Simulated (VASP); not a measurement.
# GaP (F-43m) in VASP: further runs

GaP is run at these levels: PBE; tasks: single point.

Everything below comes from runs of VASP 6.6.1. Logs are shortened: lines on timing, memory, paths and dates and some standing lists are left out, and cuts for length are marked.

**1. The cell of the first run**

The structure is cubic, space group F-43m (No. 216). The conventional cell has a = 5.507 Å, b = 5.507 Å, c = 5.507 Å, α = 90.00°, β = 90.00°, γ = 90.00°. Ga (site symmetry -43m) has 4 P at 2.38 Å within 3.1 Å. P (site symmetry -43m) has 4 Ga at 2.38 Å within 3.1 Å.

**2. Single point, PBE**

File INCAR:

```
SYSTEM = GaP
  ALGO = Normal
  EDIFF = 1E-6
  ENCUT = 500
  GGA = PE
  GGA_COMPAT = .False.
  ISIF = 2
  ISMEAR = 0
  LASPH = .True.
  LCHARG = .False.
  LREAL = .False.
  LWAVE = .False.
  NBANDS = 16
  NELM = 120
  PREC = Accurate
  SIGMA = 0.02
```

File KPOINTS:

```
k-points
0
Gamma
  8 8 8
  0 0 0
```

File POSCAR:

```
GaP
1.0
    0.0000000000      2.7532933693      2.7532933693
    2.7532933693      0.0000000000      2.7532933693
    2.7532933693      2.7532933693      0.0000000000
Ga P
1 1
Direct
    0.0000000000      0.0000000000      0.0000000000
    0.2500000000      0.2500000000      0.2500000000
```

Potentials or basis: VASP PAW PBE potentials, release 64 (Ga_d, P).

Launch:

```bash
$ cat potpaw_PBE.64/Ga_d/POTCAR potpaw_PBE.64/P/POTCAR > POTCAR
$ mpirun -np 1 vasp_std > vasp.out
```

OUTCAR:

```text
SYSTEM = GaP
   EDIFF = 1E-6
   ENCUT = 500
   GGA = PE
   ISIF = 2
   ISMEAR = 0
   LASPH = .True.
   LREAL = .False.
   NELM = 120
   PREC = Accurate

 ion  position               nearest neighbor table
   1  0.000  0.000  0.000-   2 2.38   2 2.38   2 2.38   2 2.38
   2  0.250  0.250  0.250-   1 2.38   1 2.38   1 2.38   1 2.38

  LATTYP: Found a face centered cubic cell.
 ALAT       =     5.5065867386

  Lattice vectors:

 A1 = (   0.0000000000,   2.7532933693,   2.7532933693)
 A2 = (   2.7532933693,   0.0000000000,   2.7532933693)
 A3 = (   2.7532933693,   2.7532933693,   0.0000000000)

Analysis of symmetry for initial positions (statically):
=====================================================================
 Subroutine PRICEL returns:
 Original cell was already a primitive cell.

 Routine SETGRP: Setting up the symmetry group for a
 face centered cubic supercell.

 Subroutine GETGRP returns: Found 24 space group operations
 (whereof 24 operations were pure point group operations)
 out of a pool of 48 trial point group operations.

The static configuration has the point symmetry T_d .

Analysis of symmetry for dynamics (positions and initial velocities):
=====================================================================
 Subroutine PRICEL returns:
 Original cell was already a primitive cell.

 Routine SETGRP: Setting up the symmetry group for a
 face centered cubic supercell.

 Subroutine GETGRP returns: Found 24 space group operations
 (whereof 24 operations were pure point group operations)
 out of a pool of 48 trial point group operations.

The dynamic configuration has the point symmetry T_d .

 Subroutine INISYM returns: Found 24 space group operations
 (whereof 24 operations are pure point group operations),
 and found     1 'primitive' translations

----------------------------------------------------------------------------------------

                                     Primitive cell

  volume of cell :      41.7434

  direct lattice vectors                    reciprocal lattice vectors
     0.000000000  2.753293369  2.753293369    -0.181600699  0.181600699  0.181600699
     2.753293369  0.000000000  2.753293369     0.181600699 -0.181600699  0.181600699
     2.753293369  2.753293369  0.000000000     0.181600699  0.181600699 -0.181600699

  length of vectors
     3.893744824  3.893744824  3.893744824     0.314541637  0.314541637  0.314541637

  position of ions in fractional coordinates (direct lattice)
     0.000000000  0.000000000  0.000000000
     0.250000000  0.250000000  0.250000000

  ion indices of the primitive-cell ions
   primitive index   ion index
                 1           1
                 2           2

----------------------------------------------------------------------------------------

 KPOINTS: k-points

Automatic generation of k-mesh.
 Grid dimensions read from file:
 generate k-points for:    8    8    8

 Generating k-lattice:

  Cartesian coordinates                     Fractional coordinates (reciprocal lattice)
    -0.022700087  0.022700087  0.022700087     0.125000000  0.000000000  0.000000000
     0.022700087 -0.022700087  0.022700087     0.000000000  0.125000000  0.000000000
     0.022700087  0.022700087 -0.022700087     0.000000000  0.000000000  0.125000000

  Length of vectors
     0.039317705  0.039317705  0.039317705

  Shift w.r.t. Gamma in fractional coordinates (k-lattice)
     0.000000000  0.000000000  0.000000000

 Subroutine IBZKPT returns following result:
 ===========================================

 Found     29 irreducible k-points:

 Following reciprocal coordinates:
            Coordinates               Weight
  0.000000  0.000000  0.000000      1.000000
  0.125000  0.000000  0.000000      8.000000
  0.250000  0.000000  0.000000      8.000000
  0.375000  0.000000  0.000000      8.000000
  0.500000  0.000000  0.000000      4.000000
  0.125000  0.125000  0.000000      6.000000
[... 16 lines left out ...]
  0.500000  0.250000  0.125000     48.000000
 -0.375000  0.250000  0.125000     24.000000
 [... further k-points ...]
   k-points           NKPTS =     29   k-points in BZ     NKDIM =     29   number of bands    NBANDS=     16
   number of dos      NEDOS =    301   number of ions     NIONS =      2
   total plane-waves  NPLWV =  21952
   dimension x,y,z NGX =    28 NGY =   28 NGZ =   28
   dimension x,y,z NGXF=    56 NGYF=   56 NGZF=   56
   ions per type =               1   1
   NGX,Y,Z   is equivalent  to a cutoff of  11.95, 11.95, 11.95 a.u.
   NGXF,Y,Z  is equivalent  to a cutoff of  23.91, 23.91, 23.91 a.u.
 SYSTEM =  GaP
   PREC   = accura    normal or accurate (medium, high low for compatibility)
   ISTART =      0    job   : 0-new  1-cont  2-samecut
   ICHARG =      2    charge: 1-file 2-atom 10-const
   ISPIN  =      1    spin polarized calculation?
   LNONCOLLINEAR =      F non collinear calculations
   LSORBIT =      F    spin-orbit coupling
   LASPH  =      T    aspherical Exc in radial PAW
   ENCUT  =  500.0 eV  36.75 Ry    6.06 a.u.   7.10  7.10  7.10*2*pi/ulx,y,z
   NELM   =    120;   NELMIN=  2; NELMDL= -5     # of ELM steps
   EDIFF  = 0.1E-05   stopping-criterion for ELM
   LREAL  =      F    real-space projection
   EDIFFG = 0.1E-04   stopping-criterion for IOM
   NSW    =      0    number of steps for IOM
   IBRION =     -1    ionic relax: 0-MD 1-quasi-New 2-CG
   NFREE  =      0    steps in history (QN), initial steepest desc. (CG)
   ISIF   =      2    stress and relaxation
   ISYM   =      2    0-nonsym 1-usesym 2-fastsym
   POTIM  = 0.5000    time-step for ionic-motion
   TEBEG  =    0.0;   TEEND  =   0.0 temperature during run
   PSTRESS=    0.0 pullay stress
   NELECT =      18.0000    total number of electrons
   NUPDOWN=      -1.0000    fix difference up-down
   EMIN   =  10.00;   EMAX   =-10.00  energy-range for DOS
   EFERMI =   0.00;   METHOD = LEGACY
   ISMEAR =     0;   SIGMA  =   0.02  broadening in eV -4-tet -1-fermi 0-gaus
   EFERMI_NEDOS =   21; number of points for ismear=-14 and -15
   IALGO  =     38    algorithm
   IMIX   =      4    mixing-type and parameters
     AMIX     =   0.40;   BMIX     =  1.00
     AMIX_MAG =   1.60;   BMIX_MAG =  1.00
  volume/ion in A,a.u.               =      20.87       140.85
  Fermi-wavevector in a.u.,A,eV,Ry     =   1.236811  2.337233 20.812836  1.529700
  Thomas-Fermi vector in A             =   2.371404
   LORBIT       =      0    0 simple, 1 ext, 2 COOP (PROOUT), +10 PAW based schemes
   GGA     = PE    functional components
   LHFCALC =     F    Hartree Fock is set to
   AEXX    =    0.0000 exact exchange contribution
   IVDW    =     0    specifies the selected vdW correction
   LEPSILON=     F    determine dielectric tensor
   LRPA    =     F    only Hartree local field effects (RPA)
 non-spin polarized calculation
 Gauss-broadening in eV      SIGMA  =   0.02
  energy-cutoff  :      500.00
  volume of cell :       41.74
 maximum number of plane-waves:      1068
   NGX = 15   NGY = 15   NGZ = 15

 number of electron      18.0000009 magnetization

 Free energy of the ion-electron system (eV)
  ---------------------------------------------------
  ext. energy  EPLUGINS =         0.00000000
  ---------------------------------------------------
  free energy    TOTEN  =        -9.12546159 eV

  energy without entropy =       -9.12546159  energy(sigma->0) =       -9.12546159

 E-fermi :   4.4988     XC(G=0):  -9.6938

 val. band max:        4.3438705841   @ k =   0.0000   0.0000   0.0000
 cond. band min:       5.9171467988   @ k =   0.0000   0.0000   0.0000
 fundamental gap:      1.5732762147
 Fermi energy:         4.4987678547

 k-point     1 :       0.0000    0.0000    0.0000
  band No.  band energies     occupation
      1     -10.1586      2.00000
      2     -10.1586      2.00000
      3     -10.1586      2.00000
      4     -10.0680      2.00000
      5     -10.0680      2.00000
      6      -7.9211      2.00000
[... 8 lines left out ...]
     15      14.0883      0.00000
     16      14.0883      0.00000

 k-point     2 :       0.1250    0.0000    0.0000
  band No.  band energies     occupation
      1     -10.1704      2.00000
      2     -10.1544      2.00000
      3     -10.1544      2.00000
      4     -10.0680      2.00000
      5     -10.0680      2.00000
      6      -7.7269      2.00000
[... 8 lines left out ...]
     15      13.4829      0.00000
     16      13.9003      0.00000

 k-point     3 :       0.2500    0.0000    0.0000
  band No.  band energies     occupation
      1     -10.1967      2.00000
      2     -10.1453      2.00000
      3     -10.1453      2.00000
      4     -10.0668      2.00000
      5     -10.0668      2.00000
      6      -7.1769      2.00000
[... 8 lines left out ...]
     15      13.2988      0.00000
     16      14.1883      0.00000

 k-point     4 :       0.3750    0.0000    0.0000
  band No.  band energies     occupation
      1     -10.2209      2.00000
      2     -10.1384      2.00000
      3     -10.1384      2.00000
      4     -10.0635      2.00000
      5     -10.0635      2.00000
      6      -6.4145      2.00000
[... 8 lines left out ...]
     15      14.4537      0.00000
     16      14.4537      0.00000
[... 324 lines left out ...]
 k-point    22 :       0.3750    0.2500    0.1250
  band No.  band energies     occupation
      1     -10.2179      2.00000
      2     -10.1345      2.00000
      3     -10.1310      2.00000
      4     -10.0774      2.00000
      5     -10.0598      2.00000
      6      -6.7084      2.00000
[... 8 lines left out ...]
     15      15.3442      0.00000
     16      16.5695      0.00000

 k-point    23 :       0.5000    0.2500    0.1250
  band No.  band energies     occupation
      1     -10.2318      2.00000
      2     -10.1311      2.00000
      3     -10.1227      2.00000
      4     -10.0755      2.00000
      5     -10.0599      2.00000
      6      -5.9917      2.00000
[... 8 lines left out ...]
     15      15.7209      0.00000
     16      17.0390      0.00000

 k-point    24 :      -0.3750    0.2500    0.1250
  band No.  band energies     occupation
      1     -10.2370      2.00000
      2     -10.1306      2.00000
      3     -10.1198      2.00000
      4     -10.0724      2.00000
      5     -10.0614      2.00000
      6      -5.5660      2.00000
[... 8 lines left out ...]
     15      16.2358      0.00000
     16      16.6762      0.00000

 [... further k-points ...]
[... 5 lines left out ...]
  --------------------------------------------------------------------------------------
  -------------------------------------------------------------------------------------
  Total       -0.0259603     -0.0259603     -0.0259603      0.0000000      0.0000000      0.0000000
  in kB       -0.9963992     -0.9963992     -0.9963992      0.0000000      0.0000000      0.0000000
  external PRESSURE =      -0.9963992 kB  Pullay stress =       0.0000000 kB

 VOLUME and BASIS-vectors are now :
 -----------------------------------------------------------------------------
  energy-cutoff  :      500.00
  volume of cell :       41.74
      direct lattice vectors                 reciprocal lattice vectors
     0.000000000  2.753293369  2.753293369    -0.181600699  0.181600699  0.181600699
     2.753293369  0.000000000  2.753293369     0.181600699 -0.181600699  0.181600699
     2.753293369  2.753293369  0.000000000     0.181600699  0.181600699 -0.181600699

 POSITION                                       TOTAL-FORCE (eV/Angst)
 -----------------------------------------------------------------------------------
      0.00000      0.00000      0.00000        -0.000000     -0.000000     -0.000000
      1.37665      1.37665      1.37665         0.000000      0.000000      0.000000
 -----------------------------------------------------------------------------------
    total drift:                                0.000001      0.000001      0.000001

  FREE ENERGIE OF THE ION-ELECTRON SYSTEM (eV)
  ---------------------------------------------------
  free  energy   TOTEN  =        -9.1254615911 eV

  energy  without entropy=       -9.1254615911  energy(sigma->0) =       -9.12546159
```

Run time: 21 s. Hardware: 1 thread of Intel Xeon Platinum 8488C (Sapphire Rapids), shared host; peak memory 0.16 GiB.

Results:

| Item | Value |
| --- | --- |
| Free energy | -9.1255 eV |
| Pressure | -0.1 GPa |
| Band gap on the k mesh | 1.57 eV |

Levels at points of the mesh, in eV from the valence-band top:
```tsv
k point	band 5	band 6	band 7	band 8	band 9	band 10	band 11	band 12	band 13	band 14
(0.00, 0.00, 0.00)	-14.41	-12.27	0.00	0.00	0.00	1.57	3.90	3.90	3.90	8.68
(0.50, 0.00, 0.00)	-14.41	-10.30	-6.46	-1.07	-1.07	1.58	4.73	4.73	8.22	10.67
(0.50, 0.50, 0.00)	-14.39	-9.44	-6.61	-2.58	-2.58	1.72	1.85	10.37	10.37	10.92
```

**3. Single point, PBE**

File INCAR:

```
  PREC = Accurate
  ENCUT = 500
  EDIFF = 1E-6
  ISMEAR = 0
  SIGMA = 0.02
  LREAL = False
  LASPH = True
  NELM = 120
  ALGO = Normal
  ISIF = 2
  LWAVE = False
  LCHARG = False
  GGA = PE
  NBANDS = 16
  GGA_COMPAT = False
```

File KPOINTS:

```
regular mesh
0
Gamma
  10 10 10
```

POSCAR is that of step 2.

Potentials or basis: VASP PAW PBE potentials, release 64 (Ga_d, P).

Launch:

```bash
$ cat potpaw_PBE.64/Ga_d/POTCAR potpaw_PBE.64/P/POTCAR > POTCAR
$ mpirun -np 1 vasp_std > vasp.out
```

It took 33 s on 1 thread of Intel Xeon Platinum 8488C (Sapphire Rapids), shared host; peak memory 0.17 GiB.

Results (log left out):

* Free energy: -9.1275 eV
* Pressure: -0.1 GPa
* Band gap on the k mesh: 1.57 eV

Levels at points of the mesh, in eV from the valence-band top:
```csv
k point,band 7,band 8,band 9,band 10,band 11,band 12
"(0.00, 0.00, 0.00)",0.00,0.00,0.00,1.57,3.90,3.90
"(0.50, 0.00, 0.00)",-6.46,-1.07,-1.07,1.58,4.73,4.73
"(0.50, 0.50, 0.00)",-6.61,-2.58,-2.58,1.72,1.85,10.37
```
